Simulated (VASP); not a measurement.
CdS, 4 atoms in the cell. It takes space group P6_3mc (No. 186, hexagonal). Conventional cell: a = 4.150 Å, b = 4.150 Å, c = 6.737 Å, α = 90.00°, β = 90.00°, γ = 120.00°. Cd (site symmetry 3m) has 4 S at 2.53 to 2.54 Å within 3.3 Å. Within 3.3 Å of S (site symmetry 3m) lie 4 Cd at 2.53 to 2.54 Å. 

* Program: VASP 6.6.1
* Task: single point
* Functional: r2SCAN
* Potentials or basis: VASP PAW PBE potentials, release 64 (Cd, S)
* Cutoff: 550 eV
* k mesh: 6 × 6 × 4
* Occupations: gaussian, width 0.01 eV
* Spin: no spin polarisation
* Dipole correction: no
* Further INCAR settings: ALGO = Normal; EDIFF = 1e-06; NBANDS = 26

Potentials or basis: VASP PAW PBE potentials, release 64 (Cd, S).

Run with:

```bash
$ cat potpaw_PBE.64/Cd/POTCAR potpaw_PBE.64/S/POTCAR > POTCAR
$ cp INCAR.step1 INCAR
$ mpirun -np 1 vasp_std > vasp.out
$ cp INCAR.step2 INCAR
$ mpirun -np 1 vasp_std > vasp.out
```

Hardware: 1 thread of Intel(R) Xeon(R) Platinum 8259CL CPU @ 2.50GHz (Skylake/Cascade Lake), with other jobs on the host.

Task: How long does it take, and how much memory?

Result: Wall time 3.7 min on 1 thread of Intel(R) Xeon(R) Platinum 8259CL CPU @ 2.50GHz (Skylake/Cascade Lake), on a shared host, peak memory 0.26 GiB. Counts: k points 21.
